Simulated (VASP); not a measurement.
CeO2:

```
Ce O
1.0
     0.00000    2.70365    2.70365
     2.70365    0.00000    2.70365
     2.70365    2.70365    0.00000
Ce O
1 2
Direct
  0.00000 0.00000 0.00000
  0.75000 0.75000 0.75000
  0.25000 0.25000 0.25000
```

Program: VASP 6.6.1. Alike in all runs: spin collinear, ferromagnetic start; cell as given.

Task: Order these runs on this cell by their band gap on the k mesh, lowest first.
A. level LDA+U; potentials or basis VASP PAW LDA potentials, release 64 (Ce, O); U Ce f U = 5 eV; k mesh 21 × 21 × 21; cutoff (eV) 640; smearing tetrahedron 0.03 eV; tolerance level standard; purpose density of states; K density 7 × 7 × 7
B. level PBEsol+U; potentials or basis VASP PAW PBE potentials, release 64 (Ce, O); U Ce f U = 6 eV; k mesh 6 × 6 × 6; cutoff (eV) 460; smearing gaussian 0.03 eV; tolerance level screening; purpose bands; route fixed density (ICHARG 11)
C. level LDA; potentials or basis VASP PAW LDA potentials, release 64 (Ce, O); k mesh 9 × 9 × 9; cutoff (eV) 520; smearing fermi-dirac 0.05 eV; dipole correction no

Result: C (1.94 eV), A (2.33 eV), B (2.69 eV).

Caveats: the magnetic or orbital state may not be the lowest; spin-orbit coupling is left out, which moves the levels of the heavy elements; an odd mesh through Γ misses points on the zone boundary, where band edges can lie (at least some runs); the cell stands under tension (at least some runs); semilocal functionals describe open f shells poorly, which spoils levels, moments and volumes (at least some runs).

A k mesh can miss the band edges, odd and even meshes differently.
